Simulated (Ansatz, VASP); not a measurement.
## One calculation of GdN, two programs

File INCAR:

```
SYSTEM = GdN
PREC = Accurate
ENCUT = 520
EDIFF = 1E-6
ISMEAR = 0
SIGMA = 0.05
LREAL = .FALSE.
LASPH = .TRUE.
NELM = 150
ALGO = Normal
ISIF = 2
LWAVE = .FALSE.
LCHARG = .FALSE.
ISPIN = 2
MAGMOM = 7.55 0
LORBIT = 11
LMAXMIX = 6
GGA = PS
NBANDS = 22
```

File KPOINTS:

```
regular mesh
0
G
  12 12 12
  0 0 0
```

The input POSCAR:

```
GdN
1.0
    0.0000000000      2.4927984072      2.4927984072
    2.4927984072      0.0000000000      2.4927984072
    2.4927984072      2.4927984072      0.0000000000
Gd N
1 1
Direct
    0.5000000000      0.5000000000      0.5000000000
    0.0000000000      0.0000000000      0.0000000000
```

Input for Ansatz:

```yaml
crystal:
  lattice:
    - [0.0, 2.4927984091, 2.4927984091]
    - [2.4927984091, 0.0, 2.4927984091]
    - [2.4927984091, 2.4927984091, 0.0]
  atoms:
    - { symbol: Gd, position: [0.5, 0.5, 0.5], spin: 7.55 }
    - { symbol: "N", position: [0.0, 0.0, 0.0] }
basis:
  ecutwfc: 420
  ecutrho_ratio: 4
kpoints:
  mp_grid: { grid: [12, 12, 12] }
hamiltonian:
  xc: pbesol
scf:
  occupations: { method: gaussian, width: 0.05 }
  lower_state_search: "off"
output:
  forces: true
  stress: true
  eigenvalues: true
  populations: true
  hubbard: { sites: [{ species: Gd, l: f }] }
magnetization:
  spin_polarized: true
checkpoint:
  read: start.run
  write: ck
  compress: false
  write_wavefunctions: false
  write_every: 100000
```

Alike in both runs: task single point; functional PBEsol; k mesh 12 × 12 × 12; occupations gaussian, width 0.05 eV; collinear spin.

|  | VASP | Ansatz |
| --- | --- | --- |
| version | VASP 6.6.1 | Ansatz 0.2.0 |
| potentials or method | VASP PAW PBE potentials, release 64 (Gd, N), cutoff 520 eV | scalar-relativistic, plane waves, PAW |
| valence electrons in the cell | 23 | 23 |

VASP gave:

```
gap on the k mesh at the Fermi level (eV)                     : none
pressure (GPa)                                                : -5.5
net moment per atom (μB)                                      : 3.50
size of the moment on the site where the two differ most (μB) : 6.81
```

Q: What did Ansatz give for the same quantities?

A: gap on the k mesh at the Fermi level (eV): none; pressure (GPa): -5.6; net moment per atom (μB): 3.50; size of the moment on the site where the two differ most (μB): 6.86.

VASP's potentials were made for PBE, not for PBEsol. Site moments also hang on the region over which each program counts them. A gap of «none» marks a metal or a gap that the smearing closes.

Spin-orbit coupling is off throughout.
